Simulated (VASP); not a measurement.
Wanted: the native input for a VASP 6.6.1 run.

* Task: single point
* Functional: PBE
* Dispersion: D3(BJ)
* Potentials or basis: VASP PAW PBE potentials, release 64 (Mo_sv, S)
* Cutoff: 520 eV
* k mesh: 10 × 10 × 2
* Occupations: fermi-dirac, width 0.05 eV
* Spin: no spin polarisation
* Dipole correction: no
* Further INCAR settings: ALGO = Normal; EDIFF = 1e-07; NBANDS = 35

The structure of MoS2 lies in POSCAR:

```
MoS2
1.0
    3.1631680506      0.0000000000      0.0000000000
   -1.5815840253      2.7393838882      0.0000000000
    0.0000000000      0.0000000000     21.5250905073
Mo S
2 4
Direct
    0.3333333333      0.6666666667      0.8511602300
    0.6666666667      0.3333333333      0.1488397700
    0.6666666667      0.3333333333      0.7796253900
    0.3333333333      0.6666666667      0.0772510000
    0.6666666667      0.3333333333      0.9227490000
    0.3333333333      0.6666666667      0.2203746100
```

The input as run:

INCAR

```
PREC = Accurate ; ENCUT = 520
EDIFF = 1E-7 ; ISMEAR = -1
SIGMA = 0.05 ; LREAL = False
LASPH = True ; NELM = 80
ALGO = Normal ; ISIF = 2
LWAVE = False ; LCHARG = False
GGA = PE ; IVDW = 12
NBANDS = 35
```

KPOINTS

```
Automatic mesh
0
Gamma
  10 10 2
```

Potentials or basis: VASP PAW PBE potentials, release 64 (Mo_sv, S).

The run is started by

```console
$ cat potpaw_PBE.64/Mo_sv/POTCAR potpaw_PBE.64/S/POTCAR > POTCAR
$ mpirun -np 1 vasp_std > vasp.out
```

Results of the run:

```
Largest force              : 0.505 eV/Å
Band gap on the k mesh     : 1.43 eV (least direct gap 1.95 eV)
Dispersion energy per atom : -0.363 eV
```

Caveat: there is no dipole correction, which matters where the two faces differ.

It took 9.7 min on 1 thread of Intel Xeon 8259CL, with other jobs on the host, peak memory 0.35 GiB.
